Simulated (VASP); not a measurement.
# Na (I4/mmm) in VASP: further runs

Runs on Na. Level: LDA. Tasks: single point.

Program: VASP 6.6.1. These are calculated values, not measurements. Logs are shortened: lines on timing, memory, paths and dates and some standing lists are left out, and cuts for length are marked.

## 1. The cell of the first run

The structure is tetragonal, space group I4/mmm (No. 139). The conventional cell has a = 3.789 Å, b = 3.789 Å, c = 4.881 Å, α = 90.00°, β = 90.00°, γ = 90.00°. Na (site symmetry 4/mmm) has 14 Na at 3.62 to 4.88 Å within 4.9 Å.

## 2. Single point, LDA

Input file INCAR:

```
PREC     = Accurate       # precision mode
ENCUT    = 520            # plane-wave cutoff, eV
EDIFF    = 1E-6           # SCF threshold, eV
ISMEAR   = 0              # smearing method
SIGMA    = 0.15           # smearing width, eV
LREAL    = False          # projectors in reciprocal space
LASPH    = True           # aspherical terms in the spheres
NELM     = 100            # most SCF steps
ALGO     = Fast           # electronic algorithm
ISIF     = 2              # what is computed and relaxed
LWAVE    = False          # write WAVECAR
LCHARG   = False          # write CHGCAR
GGA      = CA             # functional
NBANDS   = 10             # bands
```

Input file KPOINTS:

```
Automatic mesh
0
Gamma
  18 18 18
```

Input file POSCAR:

```
Na
1.0
   -1.8947500000      1.8947500000      2.4404000000
    1.8947500000     -1.8947500000      2.4404000000
    1.8947500000      1.8947500000     -2.4404000000
Na
1
Direct
    0.0000000000      0.0000000000      0.0000000000
```

Potentials or basis: VASP PAW LDA potentials, release 64 (Na_pv).

On the command line:

```console
$ cat potpaw_LDA.64/Na_pv/POTCAR > POTCAR
$ mpirun -np 1 vasp_std > vasp.out
```

OUTCAR:

```text
PREC = Accurate
   ENCUT = 520
   EDIFF = 1E-6
   ISMEAR = 0
   LREAL = False
   LASPH = True
   NELM = 100
   ISIF = 2
   GGA = CA

 ion  position               nearest neighbor table
   1  0.000  0.000  0.000-

  LATTYP: Found a body centered tetragonal cell.
 ALAT       =     3.7895000000
 C/A-ratio  =     1.2879799446

  Lattice vectors:

 A1 = (  -1.8947500000,   1.8947500000,   2.4404000000)
 A2 = (   1.8947500000,  -1.8947500000,   2.4404000000)
 A3 = (   1.8947500000,   1.8947500000,  -2.4404000000)

Analysis of symmetry for initial positions (statically):
=====================================================================
 Subroutine PRICEL returns:
 Original cell was already a primitive cell.

 Routine SETGRP: Setting up the symmetry group for a
 body centered tetragonal supercell.

 Subroutine GETGRP returns: Found 16 space group operations
 (whereof 16 operations were pure point group operations)
 out of a pool of 16 trial point group operations.

The static configuration has the point symmetry D_4h.

Analysis of symmetry for dynamics (positions and initial velocities):
=====================================================================
 Subroutine PRICEL returns:
 Original cell was already a primitive cell.

 Routine SETGRP: Setting up the symmetry group for a
 body centered tetragonal supercell.

 Subroutine GETGRP returns: Found 16 space group operations
 (whereof 16 operations were pure point group operations)
 out of a pool of 16 trial point group operations.

The dynamic configuration has the point symmetry D_4h.

 Subroutine INISYM returns: Found 16 space group operations
 (whereof 16 operations are pure point group operations),
 and found     1 'primitive' translations

----------------------------------------------------------------------------------------

                                     Primitive cell

  volume of cell :      35.0449

  direct lattice vectors                    reciprocal lattice vectors
    -1.894750000  1.894750000  2.440400000     0.000000000  0.263887056  0.204884445
     1.894750000 -1.894750000  2.440400000     0.263887056  0.000000000  0.204884445
     1.894750000  1.894750000 -2.440400000     0.263887056  0.263887056  0.000000000

  length of vectors
     3.624321631  3.624321631  3.624321631     0.334086837  0.334086837  0.373192654

  position of ions in fractional coordinates (direct lattice)
     0.000000000  0.000000000  0.000000000

  ion indices of the primitive-cell ions
   primitive index   ion index
                 1           1

----------------------------------------------------------------------------------------

 KPOINTS: Automatic mesh

Automatic generation of k-mesh.
 Grid dimensions read from file:
 generate k-points for:   18   18   18

 Generating k-lattice:

  Cartesian coordinates                     Fractional coordinates (reciprocal lattice)
     0.000000000  0.014660392  0.011382469     0.055555556  0.000000000  0.000000000
     0.014660392  0.000000000  0.011382469     0.000000000  0.055555556  0.000000000
     0.014660392  0.014660392  0.000000000     0.000000000  0.000000000  0.055555556

  Length of vectors
     0.018560380  0.018560380  0.020732925

  Shift w.r.t. Gamma in fractional coordinates (k-lattice)
     0.000000000  0.000000000  0.000000000

 Subroutine IBZKPT returns following result:
 ===========================================

 Found    480 irreducible k-points:

 Following reciprocal coordinates:
            Coordinates               Weight
  0.000000  0.000000  0.000000      1.000000
  0.055556  0.000000  0.000000      8.000000
  0.111111  0.000000  0.000000      8.000000
  0.166667  0.000000  0.000000      8.000000
  0.222222 -0.000000  0.000000      8.000000
  0.277778  0.000000  0.000000      8.000000
[... 16 lines left out ...]
 -0.277778  0.055556 -0.000000     16.000000
 -0.222222  0.055556  0.000000     16.000000
 [... further k-points ...]
   k-points           NKPTS =    480   k-points in BZ     NKDIM =    480   number of bands    NBANDS=     10
   number of dos      NEDOS =    301   number of ions     NIONS =      1
   total plane-waves  NPLWV =  21952
   dimension x,y,z NGX =    28 NGY =   28 NGZ =   28
   dimension x,y,z NGXF=    56 NGYF=   56 NGZF=   56
   ions per type =               1
   NGX,Y,Z   is equivalent  to a cutoff of  12.84, 12.84, 12.84 a.u.
   NGXF,Y,Z  is equivalent  to a cutoff of  25.69, 25.69, 25.69 a.u.
 SYSTEM =  unknown system
   PREC   = accura    normal or accurate (medium, high low for compatibility)
   ISTART =      0    job   : 0-new  1-cont  2-samecut
   ICHARG =      2    charge: 1-file 2-atom 10-const
   ISPIN  =      1    spin polarized calculation?
   LNONCOLLINEAR =      F non collinear calculations
   LSORBIT =      F    spin-orbit coupling
   LASPH  =      T    aspherical Exc in radial PAW
   ENCUT  =  520.0 eV  38.22 Ry    6.18 a.u.   6.74  6.74  6.74*2*pi/ulx,y,z
   NELM   =    100;   NELMIN=  2; NELMDL= -5     # of ELM steps
   EDIFF  = 0.1E-05   stopping-criterion for ELM
   LREAL  =      F    real-space projection
   EDIFFG = 0.1E-04   stopping-criterion for IOM
   NSW    =      0    number of steps for IOM
   IBRION =     -1    ionic relax: 0-MD 1-quasi-New 2-CG
   NFREE  =      0    steps in history (QN), initial steepest desc. (CG)
   ISIF   =      2    stress and relaxation
   ISYM   =      2    0-nonsym 1-usesym 2-fastsym
   POTIM  = 0.5000    time-step for ionic-motion
   TEBEG  =    0.0;   TEEND  =   0.0 temperature during run
   PSTRESS=    0.0 pullay stress
   NELECT =       7.0000    total number of electrons
   NUPDOWN=      -1.0000    fix difference up-down
   EMIN   =  10.00;   EMAX   =-10.00  energy-range for DOS
   EFERMI =   0.00;   METHOD = LEGACY
   ISMEAR =     0;   SIGMA  =   0.15  broadening in eV -4-tet -1-fermi 0-gaus
   EFERMI_NEDOS =   21; number of points for ismear=-14 and -15
   IALGO  =     68    algorithm
   IMIX   =      4    mixing-type and parameters
     AMIX     =   0.40;   BMIX     =  1.00
     AMIX_MAG =   1.60;   BMIX_MAG =  1.00
  volume/ion in A,a.u.               =      35.04       236.49
  Fermi-wavevector in a.u.,A,eV,Ry     =   0.956972  1.808415 12.460153  0.915795
  Thomas-Fermi vector in A             =   2.085948
   LORBIT       =      0    0 simple, 1 ext, 2 COOP (PROOUT), +10 PAW based schemes
   GGA     = CA    functional components
   LHFCALC =     F    Hartree Fock is set to
   AEXX    =    0.0000 exact exchange contribution
   IVDW    =     0    specifies the selected vdW correction
   LEPSILON=     F    determine dielectric tensor
   LRPA    =     F    only Hartree local field effects (RPA)
 non-spin polarized calculation
 RMM-DIIS sequential band-by-band and
 Gauss-broadening in eV      SIGMA  =   0.15
  energy-cutoff  :      520.00
  volume of cell :       35.04
 maximum number of plane-waves:       955
   NGX = 13   NGY = 13   NGZ = 13

 number of electron       7.0000000 magnetization

 Free energy of the ion-electron system (eV)
  ---------------------------------------------------
  ext. energy  EPLUGINS =         0.00000000
  ---------------------------------------------------
  free energy    TOTEN  =        -1.45476263 eV

  energy without entropy =       -1.44992388  energy(sigma->0) =       -1.45234326

 E-fermi :   0.3256     XC(G=0):  -6.8869

 val. band max:        0.3123680482   @ k =  -0.3333  -0.3333   0.1667
 cond. band min:       0.3485759852   @ k =  -0.3889   0.3889   0.1111
 fundamental gap:      0.0362079370
 Fermi energy:         0.3255868662

 k-point     1 :       0.0000    0.0000    0.0000
  band No.  band energies     occupation
      1     -24.5752      2.00000
      2     -24.5752      2.00000
      3     -24.5752      2.00000
      4      -3.0830      2.00000
      5      11.6484      0.00000
      6      11.6484      0.00000
      7      11.9990      0.00000
      8      13.0860      0.00000
      9      13.4341      0.00000
     10      13.4427      0.00000

 k-point     2 :       0.0556    0.0000    0.0000
  band No.  band energies     occupation
      1     -24.5766      2.00000
      2     -24.5755      2.00000
      3     -24.5753      2.00000
      4      -3.0293      2.00000
      5      10.8166      0.00000
      6      11.5013      0.00000
      7      11.7977      0.00000
      8      13.1550      0.00000
      9      13.5931      0.00000
     10      13.6698      0.00000

 k-point     3 :       0.1111    0.0000    0.0000
  band No.  band energies     occupation
      1     -24.5804      2.00000
      2     -24.5763      2.00000
      3     -24.5756      2.00000
      4      -2.8684      2.00000
      5       9.4304      0.00000
      6      11.1956      0.00000
      7      11.5992      0.00000
      8      12.8879      0.00000
      9      14.0060      0.00000
     10      14.0170      0.00000

 k-point     4 :       0.1667    0.0000    0.0000
  band No.  band energies     occupation
      1     -24.5864      2.00000
      2     -24.5775      2.00000
      3     -24.5760      2.00000
      4      -2.6016      2.00000
      5       8.0346      0.00000
      6      10.8793      0.00000
      7      11.3988      0.00000
      8      12.5917      0.00000
      9      13.4140      0.00000
     10      14.4753      0.00000

 k-point     5 :       0.2222   -0.0000    0.0000
  band No.  band energies     occupation
      1     -24.5936      2.00000
      2     -24.5789      2.00000
      3     -24.5765      2.00000
      4      -2.2304      2.00000
      5       6.6906      0.00000
      6      10.6068      0.00000
      7      11.2284      0.00000
      8      12.3363      0.00000
      9      12.7837      0.00000
     10      13.9987      0.00000

 k-point     6 :       0.2778    0.0000    0.0000
  band No.  band energies     occupation
      1     -24.6013      2.00000
      2     -24.5805      2.00000
      3     -24.5770      2.00000
      4      -1.7574      2.00000
      5       5.4163      0.00000
      6      10.3951      0.00000
      7      11.1045      0.00000
      8      12.1226      0.00000
      9      12.2342      0.00000
     10      13.5702      0.00000
[... 183 lines left out ...]
 k-point    21 :      -0.3889    0.0556    0.0000
  band No.  band energies     occupation
      1     -24.6119      2.00000
      2     -24.5830      2.00000
      3     -24.5786      2.00000
      4      -0.7356      2.00000
      5       3.5551      0.00000
      6       9.7589      0.00000
      7      10.4613      0.00000
      8      11.5067      0.00000
      9      12.2566      0.00000
     10      13.2935      0.00000

 k-point    22 :      -0.3333    0.0556    0.0000
  band No.  band energies     occupation
      1     -24.6056      2.00000
      2     -24.5816      2.00000
      3     -24.5782      2.00000
      4      -1.3672      2.00000
      5       4.6990      0.00000
      6       9.9458      0.00000
      7      10.6678      0.00000
      8      11.5235      0.00000
      9      12.4753      0.00000
     10      13.5399      0.00000

 k-point    23 :      -0.2778    0.0556   -0.0000
  band No.  band energies     occupation
      1     -24.5984      2.00000
      2     -24.5800      2.00000
      3     -24.5777      2.00000
      4      -1.9020      2.00000
      5       5.9230      0.00000
      6      10.1502      0.00000
      7      10.8963      0.00000
      8      11.7248      0.00000
      9      12.7203      0.00000
     10      13.9307      0.00000

 k-point    24 :      -0.2222    0.0556    0.0000
  band No.  band energies     occupation
      1     -24.5910      2.00000
      2     -24.5784      2.00000
      3     -24.5771      2.00000
      4      -2.3367      2.00000
      5       7.2199      0.00000
      6      10.3941      0.00000
      7      11.0872      0.00000
      8      12.1293      0.00000
      9      13.0084      0.00000
     10      14.3282      0.00000

 [... further k-points ...]

------------------------ aborting loop because EDIFF is reached ----------------------------------------

  FORCE on cell =-STRESS in cart. coord.  units (eV):
  Direction    XX          YY          ZZ          XY          YZ          ZX
  --------------------------------------------------------------------------------------
  -------------------------------------------------------------------------------------
  Total       -0.1221440     -0.1221440     -0.1133864      0.0000000      0.0000000      0.0000000
  in kB       -5.5841626     -5.5841626     -5.1837826      0.0000000      0.0000000      0.0000000
  external PRESSURE =      -5.4507026 kB  Pullay stress =       0.0000000 kB

 VOLUME and BASIS-vectors are now :
 -----------------------------------------------------------------------------
  energy-cutoff  :      520.00
  volume of cell :       35.04
      direct lattice vectors                 reciprocal lattice vectors
    -1.894750000  1.894750000  2.440400000     0.000000000  0.263887056  0.204884445
     1.894750000 -1.894750000  2.440400000     0.263887056  0.000000000  0.204884445
     1.894750000  1.894750000 -2.440400000     0.263887056  0.263887056  0.000000000

 POSITION                                       TOTAL-FORCE (eV/Angst)
 -----------------------------------------------------------------------------------
      0.00000      0.00000      0.00000         0.000000      0.000000      0.000000
 -----------------------------------------------------------------------------------
    total drift:                                0.000000     -0.000000      0.000000

  FREE ENERGIE OF THE ION-ELECTRON SYSTEM (eV)
  ---------------------------------------------------
  free  energy   TOTEN  =        -1.4547626299 eV

  energy  without entropy=       -1.4499238834  energy(sigma->0) =       -1.45234326
```

Wall time 66 s (1 thread of AMD EPYC 9R45 (Zen 5), shared host); peak memory 0.21 GiB.

Results:

| Item | Value |
| --- | --- |
| Free energy | -1.4548 eV |
| Pressure | -0.5 GPa |
| Band gap on the k mesh | zero (an odd number of electrons rules out a gap without spin polarisation) |

Levels at points of the mesh, in eV from the Fermi level:
| k point | band 1 | band 2 | band 3 | band 4 | band 5 | band 6 | band 7 | band 8 | band 9 |
| --- | --- | --- | --- | --- | --- | --- | --- | --- | --- |
| (0.00, 0.00, 0.00) | -24.90 | -24.90 | -24.90 | -3.41 | 11.32 | 11.32 | 11.67 | 12.76 | 13.11 |
| (0.50, 0.00, 0.00) | -24.94 | -24.91 | -24.90 | 0.59 | 0.99 | 9.78 | 10.82 | 10.88 | 10.97 |
| (0.50, 0.50, 0.00) | -24.94 | -24.92 | -24.91 | 1.51 | 2.06 | 6.78 | 7.72 | 7.80 | 9.70 |
| (0.50, 0.50, 0.50) | -24.94 | -24.92 | -24.92 | 2.53 | 3.03 | 5.91 | 6.67 | 6.67 | 8.85 |

## 3. Single point, LDA

Input file INCAR:

```
  PREC = Accurate
  ENCUT = 520
  EDIFF = 1E-7
  ISMEAR = 0
  SIGMA = 0.15
  LREAL = False
  LASPH = True
  NELM = 60
  ALGO = Fast
  ISIF = 2
  LWAVE = False
  LCHARG = False
  GGA = CA
  NBANDS = 10
```

KPOINTS is that of step 2.

Input file POSCAR:

```
Na
1.0
   -1.9369500000      1.9369500000      2.3387000000
    1.9369500000     -1.9369500000      2.3387000000
    1.9369500000      1.9369500000     -2.3387000000
Na
1
Direct
    0.0000000000      0.0000000000      0.0000000000
```

Potentials or basis: VASP PAW LDA potentials, release 64 (Na_pv).

On the command line:

```console
$ cat potpaw_LDA.64/Na_pv/POTCAR > POTCAR
$ mpirun -np 1 vasp_std > vasp.out
```

Run time: 80 s. Hardware: 1 thread of AMD EPYC 9R45 (Zen 5), shared host; peak memory 0.21 GiB.

The run converged. Its results:

```
Free energy            : -1.4543 eV
Pressure               : -0.4 GPa
Band gap on the k mesh : zero (an odd number of electrons rules out a gap without spin polarisation)
```

Levels at points of the mesh, in eV from the Fermi level:
```
           k point  band 2  band 3  band 4  band 5  band 6  band 7
(0.00, 0.00, 0.00)  -24.90  -24.90   -3.40   11.38   11.38   11.95
(0.50, 0.00, 0.00)  -24.91  -24.90    0.63    1.03    9.39   10.39
(0.50, 0.50, 0.00)  -24.92  -24.91    1.31    1.85    7.10    8.05
(0.50, 0.50, 0.50)  -24.92  -24.92    3.08    3.50    5.57    6.23
```

The gap in the log of VASP goes by the Fermi energy; the results here count the filled bands.